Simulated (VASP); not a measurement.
Write the native input for VASP 6.6.1 that does the following.

```yaml
Task: single point
Functional: PBE
Dispersion: D4
Potentials_or_basis: VASP PAW PBE potentials, release 64 (Sn_d, Se)
Cutoff: 520 eV
k_mesh: 8 × 8 × 8
Occupations: fermi-dirac, width 0.05 eV
Spin: no spin polarisation
Dipole_correction: no
Further_INCAR_settings: ALGO = Normal; EDIFF = 1e-06; NBANDS = 17
```

The structure of SnSe lies in POSCAR:

```
SnSe
1.0
    0.0000000000      3.0100000000      3.0100000000
    3.0100000000      0.0000000000      3.0100000000
    3.0100000000      3.0100000000      0.0000000000
Sn Se
1 1
Direct
    0.0000000000      0.0000000000      0.0000000000
    0.5000000000      0.5000000000      0.5000000000
```

One way to write it, as run:

INCAR

```
SYSTEM = SnSe
  PREC = Accurate
  ENCUT = 520
  EDIFF = 1E-6
  ISMEAR = -1
  SIGMA = 0.05
  LREAL = .FALSE.
  LASPH = .TRUE.
  NELM = 60
  ALGO = Normal
  ISIF = 2
  LWAVE = .FALSE.
  LCHARG = .FALSE.
  GGA = PE
  IVDW = 13
  NBANDS = 17
```

KPOINTS

```
Automatic mesh
0
G
  8 8 8
  0 0 0
```

Potentials or basis: VASP PAW PBE potentials, release 64 (Sn_d, Se).

Launch:

```console
$ cat potpaw_PBE.64/Sn_d/POTCAR potpaw_PBE.64/Se/POTCAR > POTCAR
$ mpirun -np 1 vasp_std > vasp.out
```

It gave:

```json
{
  "Pressure": "-1.2 GPa",
  "Band gap on the k mesh": "0.58 eV, direct",
  "Dispersion energy per atom": "-0.388 eV"
}
```

Caveat: spin-orbit coupling is left out, which moves the levels of the heavy elements.

Wall time 16 s on 1 thread of Intel(R) Xeon(R) Platinum 8488C (Sapphire Rapids) (shared host), peak memory 0.18 GiB.
